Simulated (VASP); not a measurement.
A run of VASP 6.6.1 is set up as follows.

File INCAR:

```
SYSTEM = SnO2
ALGO = Normal
EDIFF = 1E-6
ENCUT = 600
GGA = PS
GGA_COMPAT = .False.
ISIF = 2
ISMEAR = -1
LASPH = .True.
LCHARG = .False.
LREAL = .False.
LWAVE = .False.
NBANDS = 20
NELM = 120
PREC = Accurate
SIGMA = 0.1
```

KPOINTS

```
k-points
0
Gamma
  4 4 4
  0 0 0
```

File POSCAR:

```
SnO2
1.0
    1.6170950000      0.9336302336      4.8005933333
   -1.6170950000      0.9336302336      4.8005933333
    0.0000000000     -1.8672604671      4.8005933333
Sn O
1 2
Direct
    0.5000000000      0.5000000000      0.5000000000
    0.2371733333      0.2371733333      0.2371733333
    0.7628266667      0.7628266667      0.7628266667
```

Potentials or basis: VASP PAW PBE potentials, release 64 (Sn_d, O).

Run with:

```sh
$ cat potpaw_PBE.64/Sn_d/POTCAR potpaw_PBE.64/O/POTCAR > POTCAR
$ mpirun -np 1 vasp_std > vasp.out
```

Predict the pressure.

-4.7 GPa.

Predict the band gap on the k mesh.

1.87 eV (least direct gap 1.97 eV).

Stress tensor (GPa, compression positive):
```
-5.13  0.00  0.00
 0.00 -5.13  0.00
 0.00  0.00 -3.76
```

Caveat: the k points lie up to 0.57 Å⁻¹ apart; the PAW data sets were made with another functional, which shifts forces and pressure a little; spin-orbit coupling is left out, which moves the levels of the heavy elements. A k mesh can miss the band edges.
